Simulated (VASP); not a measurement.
# TmGa3Hg3As2N4 (P1) in VASP: relaxation of cell and atoms with PBE

Aim: the relaxation of cell and atoms of TmGa3Hg3As2N4 with PBE.

All numbers are computed with VASP 6.6.1; they aren't measurements. Logs are shortened: lines on timing, memory, paths and dates and some standing lists are left out, and cuts for length are marked.

## 1. The cell of the first run

The typed cell holds 13 atoms: a = 3.154 Å, b = 8.124 Å, c = 9.768 Å, α = 86.32°, β = 80.98°, γ = 89.89°.

## 2. Relaxation of cell and atoms, PBE

INCAR

```
SYSTEM = TmGa3Hg3As2N4
PREC = Accurate
ENCUT = 600
EDIFF = 1E-7
ISMEAR = 0
SIGMA = 0.1
LREAL = .FALSE.
LASPH = .TRUE.
NELM = 200
ALGO = Normal
ISIF = 3
LWAVE = .FALSE.
LCHARG = .FALSE.
GGA = PE
IBRION = 2
NSW = 100
EDIFFG = -0.01
GGA_COMPAT = .FALSE.
NELMIN = 4
LMAXMIX = 6
KPAR = 4
```

KPOINTS

```
regular mesh
0
G
  10 4 4
  0 0 0
```

POSCAR

```
TmGa3Hg3As2N4
1.0
    3.1535592203      0.0000000000      0.0000000000
    0.0158918389      8.1239546581      0.0000000000
    1.5315756419      0.6239592871      9.6270045144
Tm Ga Hg As N
1 3 3 2 4
Direct
    0.9445885969      0.9642989070      0.0362424464
    0.9322808845      0.3265607188      0.0605792399
    0.0325759604      0.6925633317      0.8551880749
    0.5501559782      0.3320373259      0.8192500084
    0.7547339636      0.2996534116      0.4134324870
    0.3491553953      0.6450843033      0.2291831756
    0.1679150157      0.7898359484      0.5861948417
    0.3054286648      0.9359607453      0.3133296983
    0.6393407029      0.1333758643      0.6401189542
    0.0230506384      0.4543108795      0.8740591281
    0.8522749434      0.4425678640      0.2230172953
    0.4912987417      0.7998680737      0.9393880366
    0.4572005143      0.1838826264      0.0100176135
```

Potentials or basis: VASP PAW PBE potentials, release 64 (Tm_3, Ga_d, Hg, As, N), 4f in core.

Run with:

```console
> cat potpaw_PBE.64/Tm_3/POTCAR potpaw_PBE.64/Ga_d/POTCAR potpaw_PBE.64/Hg/POTCAR potpaw_PBE.64/As/POTCAR potpaw_PBE.64/N/POTCAR > POTCAR
> mpirun -np 4 vasp_std > vasp.out
```

OUTCAR:

```text
SYSTEM = TmGa3Hg3As2N4
   PREC = Accurate
   ENCUT = 600
   EDIFF = 1E-7
   ISMEAR = 0
   LREAL = .FALSE.
   LASPH = .TRUE.
   NELM = 200
   ISIF = 3
   GGA = PE
   IBRION = 2
   NSW = 100
   EDIFFG = -0.01
   NELMIN = 4

 ion  position               nearest neighbor table
   1  0.945  0.964  0.036-  12 2.30  12 2.31  13 2.38  13 2.38   3 2.90   2 2.97   8 3.09   8 3.11
                             6 3.47   6 3.48
   2  0.932  0.327  0.061-  11 1.88  10 2.02  13 2.03  13 2.04   4 2.81   4 2.81   1 2.97   5 3.40

   3  0.033  0.693  0.855-  10 1.93  12 2.00  12 2.00   7 2.66   1 2.90
   4  0.550  0.332  0.819-  10 1.95  10 1.95  13 2.13   9 2.44   2 2.81   2 2.81
   5  0.755  0.300  0.413-  11 2.11   9 2.50   2 3.40   6 3.58   6 3.60
   6  0.349  0.645  0.229-  11 2.28  11 2.28   8 2.55   1 3.47   1 3.48   5 3.58   5 3.60   7 3.71

   7  0.168  0.790  0.586-   3 2.66   8 2.82   9 3.28   9 3.28   6 3.71
   8  0.305  0.936  0.313-   6 2.55   7 2.82   1 3.09   1 3.11
   9  0.639  0.133  0.640-   4 2.44   5 2.50   7 3.28   7 3.28
  10  0.023  0.454  0.874-   3 1.93   4 1.95   4 1.95   2 2.02
  11  0.852  0.443  0.223-   2 1.88   5 2.11   6 2.28   6 2.28
  12  0.491  0.800  0.939-   3 2.00   3 2.00   1 2.30   1 2.31
  13  0.457  0.184  0.010-   2 2.03   2 2.04   4 2.13   1 2.38   1 2.38

  LATTYP: Found a triclinic cell.
 ALAT       =     9.7680225767
 B/A-ratio  =     0.3228452018
 C/A-ratio  =     0.8316903588
 COS(alpha) =     0.0019561666
 COS(beta)  =     0.0641843429
 COS(gamma) =     0.1567948507

  Lattice vectors:

 A1 = (   1.5315756419,   0.6239592871,   9.6270045144)
 A2 = (   3.1535592203,   0.0000000000,   0.0000000000)
 A3 = (   0.0158918389,   8.1239546581,   0.0000000000)

Analysis of symmetry for initial positions (statically):
=====================================================================
 Subroutine PRICEL returns:
 Original cell was already a primitive cell.

 Routine SETGRP: Setting up the symmetry group for a
 triclinic supercell.

 Subroutine GETGRP returns: Found  1 space group operations
 (whereof  1 operations were pure point group operations)
 out of a pool of  2 trial point group operations.

The static configuration has the point symmetry C_1 .

Analysis of symmetry for dynamics (positions and initial velocities):
=====================================================================
 Subroutine PRICEL returns:
 Original cell was already a primitive cell.

 Routine SETGRP: Setting up the symmetry group for a
 triclinic supercell.

 Subroutine GETGRP returns: Found  1 space group operations
 (whereof  1 operations were pure point group operations)
 out of a pool of  2 trial point group operations.

The dynamic configuration has the point symmetry C_1 .

 Subroutine INISYM returns: Found  1 space group operations
 (whereof  1 operations are pure point group operations),
 and found     1 'primitive' translations

----------------------------------------------------------------------------------------

                                     Primitive cell

  volume of cell :     246.6378

  direct lattice vectors                    reciprocal lattice vectors
     3.153559220  0.000000000  0.000000000     0.317102020 -0.000620306 -0.050408067
     0.015891839  8.123954658  0.000000000     0.000000000  0.123092760 -0.007978065
     1.531575642  0.623959287  9.627004514     0.000000000  0.000000000  0.103874471

  length of vectors
     3.153559220  8.123970202  9.768022577     0.321084178  0.123351032  0.103874471

  position of ions in fractional coordinates (direct lattice)
     0.944588597  0.964298907  0.036242446
     0.932280885  0.326560719  0.060579240
     0.032575960  0.692563332  0.855188075
     0.550155978  0.332037326  0.819250008
     0.754733964  0.299653412  0.413432487
     0.349155395  0.645084303  0.229183176
     0.167915016  0.789835948  0.586194842
     0.305428665  0.935960745  0.313329698
     0.639340703  0.133375864  0.640118954
     0.023050638  0.454310879  0.874059128
     0.852274943  0.442567864  0.223017295
     0.491298742  0.799868074  0.939388037
     0.457200514  0.183882626  0.010017613

  ion indices of the primitive-cell ions
[... 32 lines left out ...]

  Shift w.r.t. Gamma in fractional coordinates (k-lattice)
     0.000000000  0.000000000  0.000000000

 Subroutine IBZKPT returns following result:
 ===========================================

 Found     84 irreducible k-points:

 Following reciprocal coordinates:
            Coordinates               Weight
  0.000000  0.000000  0.000000      1.000000
  0.100000  0.000000 -0.000000      2.000000
  0.200000  0.000000 -0.000000      2.000000
  0.300000  0.000000  0.000000      2.000000
  0.400000  0.000000  0.000000      2.000000
  0.500000  0.000000  0.000000      1.000000
[... 16 lines left out ...]
  0.000000  0.000000  0.250000      2.000000
  0.100000  0.000000  0.250000      2.000000
 [... further k-points ...]
   k-points           NKPTS =     84   k-points in BZ     NKDIM =     84   number of bands    NBANDS=     68
   number of dos      NEDOS =    301   number of ions     NIONS =     13
   total plane-waves  NPLWV = 156800
   dimension x,y,z NGX =    28 NGY =   70 NGZ =   80
   dimension x,y,z NGXF=    56 NGYF=  140 NGZF=  160
   ions per type =               1   3   3   2   4
   NGX,Y,Z   is equivalent  to a cutoff of  14.76, 14.32, 13.62 a.u.
   NGXF,Y,Z  is equivalent  to a cutoff of  29.52, 28.65, 27.23 a.u.
 SYSTEM =  TmGa3Hg3As2N4
   PREC   = accura    normal or accurate (medium, high low for compatibility)
   ISTART =      0    job   : 0-new  1-cont  2-samecut
   ICHARG =      2    charge: 1-file 2-atom 10-const
   ISPIN  =      1    spin polarized calculation?
   LNONCOLLINEAR =      F non collinear calculations
   LSORBIT =      F    spin-orbit coupling
   LASPH  =      T    aspherical Exc in radial PAW
   ENCUT  =  600.0 eV  44.10 Ry    6.64 a.u.   6.30 16.23 19.51*2*pi/ulx,y,z
   NELM   =    200;   NELMIN=  4; NELMDL= -5     # of ELM steps
   EDIFF  = 0.1E-06   stopping-criterion for ELM
   LREAL  =      F    real-space projection
   EDIFFG = -.1E-01   stopping-criterion for IOM
   NSW    =    100    number of steps for IOM
   IBRION =      2    ionic relax: 0-MD 1-quasi-New 2-CG
   NFREE  =      1    steps in history (QN), initial steepest desc. (CG)
   ISIF   =      3    stress and relaxation
   ISYM   =      2    0-nonsym 1-usesym 2-fastsym
   POTIM  = 0.5000    time-step for ionic-motion
   TEBEG  =    0.0;   TEEND  =   0.0 temperature during run
   PSTRESS=    0.0 pullay stress
   NELECT =     114.0000    total number of electrons
   NUPDOWN=      -1.0000    fix difference up-down
   EMIN   =  10.00;   EMAX   =-10.00  energy-range for DOS
   EFERMI =   0.00;   METHOD = LEGACY
   ISMEAR =     0;   SIGMA  =   0.10  broadening in eV -4-tet -1-fermi 0-gaus
   EFERMI_NEDOS =   21; number of points for ismear=-14 and -15
   IALGO  =     38    algorithm
   IMIX   =      4    mixing-type and parameters
     AMIX     =   0.40;   BMIX     =  1.00
     AMIX_MAG =   1.60;   BMIX_MAG =  1.00
  volume/ion in A,a.u.               =      18.97       128.03
  Fermi-wavevector in a.u.,A,eV,Ry     =   1.265775  2.391968 21.799074  1.602187
  Thomas-Fermi vector in A             =   2.399011
   LORBIT       =      0    0 simple, 1 ext, 2 COOP (PROOUT), +10 PAW based schemes
   GGA     = PE    functional components
   LHFCALC =     F    Hartree Fock is set to
   AEXX    =    0.0000 exact exchange contribution
   IVDW    =     0    specifies the selected vdW correction
   LEPSILON=     F    determine dielectric tensor
   LRPA    =     F    only Hartree local field effects (RPA)
 conjugate gradient relaxation of ions
 non-spin polarized calculation
 Gauss-broadening in eV      SIGMA  =   0.10
  energy-cutoff  :      600.00
  volume of cell :      246.64
 maximum number of plane-waves:      8267
 NGX is ok and might be reduce to    28
   NGX = 13   NGY = 33   NGZ = 39

--------------------------------------- Ionic step        1  -------------------------------------------

 number of electron     114.0000011 magnetization

 Free energy of the ion-electron system (eV)
  ---------------------------------------------------
  ext. energy  EPLUGINS =         0.00000000
  ---------------------------------------------------
  free energy    TOTEN  =       -57.79007038 eV

  energy without entropy =      -57.77786115  energy(sigma->0) =      -57.78396577

------------------------ aborting loop because EDIFF is reached ----------------------------------------

  FORCE on cell =-STRESS in cart. coord.  units (eV):
  Direction    XX          YY          ZZ          XY          YZ          ZX
  --------------------------------------------------------------------------------------
  -------------------------------------------------------------------------------------
  Total       -0.0610269      0.9430410      0.9524476     -0.0706371     -0.2754484      0.0499293
  in kB       -0.3964352      6.1260636      6.1871698     -0.4588636     -1.7893331      0.3243444
  external PRESSURE =       3.9722661 kB  Pullay stress =       0.0000000 kB
[... 122 lines left out ...]
  FREE ENERGIE OF THE ION-ELECTRON SYSTEM (eV)
  ---------------------------------------------------
  free  energy   TOTEN  =       -57.7967809654 eV

  energy  without entropy=      -57.7848876660  energy(sigma->0) =      -57.79083432

[... ionic steps 4 to 17 ...]

--------------------------------------- Ionic step       18  -------------------------------------------

 number of electron     113.9999999 magnetization

------------------------ aborting loop because EDIFF is reached ----------------------------------------
[... 89 lines left out ...]
--------------------------------------- Ionic step       20  -------------------------------------------

 number of electron     113.9999998 magnetization

 Free energy of the ion-electron system (eV)
  ---------------------------------------------------
  ext. energy  EPLUGINS =         0.00000000
  ---------------------------------------------------
  free energy    TOTEN  =       -57.80355422 eV

  energy without entropy =      -57.79287085  energy(sigma->0) =      -57.79821253

 E-fermi :   3.1989     XC(G=0): -10.0175

 val. band max:        3.1688463213   @ k =   0.0000   0.5000   0.5000
 cond. band min:       3.2403156905   @ k =   0.2000   0.5000   0.0000
 fundamental gap:      0.0714693692
 Fermi energy:         3.1988632570

 k-point     1 :       0.0000    0.0000    0.0000
  band No.  band energies     occupation
      1     -21.9496      2.00000
      2     -21.9382      2.00000
      3     -21.3570      2.00000
      4     -13.0197      2.00000
      5     -12.2867      2.00000
      6     -12.0240      2.00000
[... 1693 lines left out ...]
     67       7.6631      0.00000
     68       7.9012      0.00000

 [... further k-points ...]

------------------------ aborting loop because EDIFF is reached ----------------------------------------

  FORCE on cell =-STRESS in cart. coord.  units (eV):
  Direction    XX          YY          ZZ          XY          YZ          ZX
  --------------------------------------------------------------------------------------
  -------------------------------------------------------------------------------------
  Total       -0.0081327      0.0132650      0.0041433      0.0036359     -0.0036631      0.0008078
  in kB       -0.0523473      0.0853817      0.0266686      0.0234029     -0.0235782      0.0051994
  external PRESSURE =       0.0199010 kB  Pullay stress =       0.0000000 kB
[... 28 lines left out ...]
  FREE ENERGIE OF THE ION-ELECTRON SYSTEM (eV)
  ---------------------------------------------------
  free  energy   TOTEN  =       -57.8035542198 eV

  energy  without entropy=      -57.7928708486  energy(sigma->0) =      -57.79821253

 reached required accuracy - stopping structural energy minimisation
```

Wall time 75 min (4 MPI ranks of Intel Xeon 6975P-C (Granite Rapids), shared host); peak memory 1.6 GiB.

Results:

- Free energy: -57.8036 eV
- Relaxed volume: 19.15 Å³/atom
- Relaxed cell: a = 3.150 Å, b = 8.160 Å, c = 9.827 Å, α = 86.66°, β = 80.84°, γ = 90.00°
- Space group after relaxing (to 0.1 Å): Cm (No. 8)
- Energy gained by relaxing: 1.0 meV/atom
- Ionic steps: 20
- Pressure after relaxing: 0.0 GPa
- Largest force after relaxing: 0.007 eV/Å
- Band gap on the k mesh: zero (bands 57 and 58 overlap by 1.86 eV)

Forces on the atoms (eV/Å):
```
Tm  -0.001  0.004 -0.004
Ga  -0.001  0.001 -0.001
Ga   0.000  0.000 -0.003
Ga   0.001 -0.003 -0.004
Hg   0.001 -0.006 -0.001
Hg  -0.001 -0.003  0.002
Hg   0.001  0.001 -0.001
As  -0.001  0.004  0.001
As   0.001  0.000  0.006
N    0.000  0.005  0.001
N   -0.002 -0.007  0.002
N    0.000  0.003  0.000
N    0.001 -0.001  0.003
```

Step by step:
| step | energy change (eV) | largest force (eV/Å) | pressure (GPa) | volume (Å³) |
| --- | --- | --- | --- | --- |
| 1 | 0.0000 | 0.2134 | 0.40 | 246.64 |
| 2 | -0.0067 | 0.1108 | -0.16 | 248.32 |
| 3 | -0.0067 | 0.1147 | -0.13 | 248.22 |
| 4 | -0.0091 | 0.0880 | -0.02 | 248.06 |
| 5 | -0.0098 | 0.0827 | 0.08 | 247.92 |
| 6 | -0.0114 | 0.0520 | 0.05 | 248.20 |
| 7 | -0.0115 | 0.0733 | 0.04 | 248.32 |
| 8 | -0.0123 | 0.0718 | -0.04 | 248.74 |
| 9 | -0.0123 | 0.0570 | -0.03 | 248.69 |
| 10 | -0.0129 | 0.0308 | -0.01 | 248.76 |
| 11 | -0.0130 | 0.0429 | 0.00 | 248.80 |
| 12 | -0.0132 | 0.0200 | 0.00 | 248.84 |
| 13 | -0.0133 | 0.0185 | 0.00 | 248.86 |
| 14 | -0.0134 | 0.0118 | 0.01 | 248.86 |
| 15 | -0.0134 | 0.0144 | 0.01 | 248.86 |
| 16 | -0.0134 | 0.0126 | -0.01 | 248.91 |
| 17 | -0.0134 | 0.0157 | -0.01 | 248.92 |
| 18 | -0.0135 | 0.0107 | 0.00 | 248.92 |
| 19 | -0.0135 | 0.0126 | 0.00 | 248.92 |
| 20 | -0.0135 | 0.0071 | 0.00 | 248.92 |

Final structure:
```yaml
crystal:
  lattice:
    - [3.14969, -0.00309, 0.00598]
    - [0.00789, 8.16028, -0.02298]
    - [1.54741, 0.59795, 9.68583]
  atoms:
    - { symbol: Tm, position: [0.94443, 0.96575, 0.03446] }
    - { symbol: Ga, position: [0.93136, 0.32714, 0.06069] }
    - { symbol: Ga, position: [0.03306, 0.69267, 0.85572] }
    - { symbol: Ga, position: [0.55032, 0.33380, 0.82096] }
    - { symbol: Hg, position: [0.75485, 0.30062, 0.41249] }
    - { symbol: Hg, position: [0.34809, 0.64336, 0.23160] }
    - { symbol: Hg, position: [0.16689, 0.78405, 0.58800] }
    - { symbol: As, position: [0.30576, 0.93377, 0.31278] }
    - { symbol: As, position: [0.64038, 0.13665, 0.63940] }
    - { symbol: N, position: [0.02331, 0.45519, 0.87536] }
    - { symbol: N, position: [0.85175, 0.44124, 0.22267] }
    - { symbol: N, position: [0.49222, 0.80086, 0.93802] }
    - { symbol: N, position: [0.45759, 0.18491, 0.00785] }
```

Caveat: spin-orbit coupling is left out, which moves the levels of the heavy elements; the 4f electrons are frozen in the core, so they carry no moment and show no levels; the run has no spin polarisation, though such a crystal can be magnetic.

The gap in the log of VASP goes by the Fermi energy; the results here count the filled bands.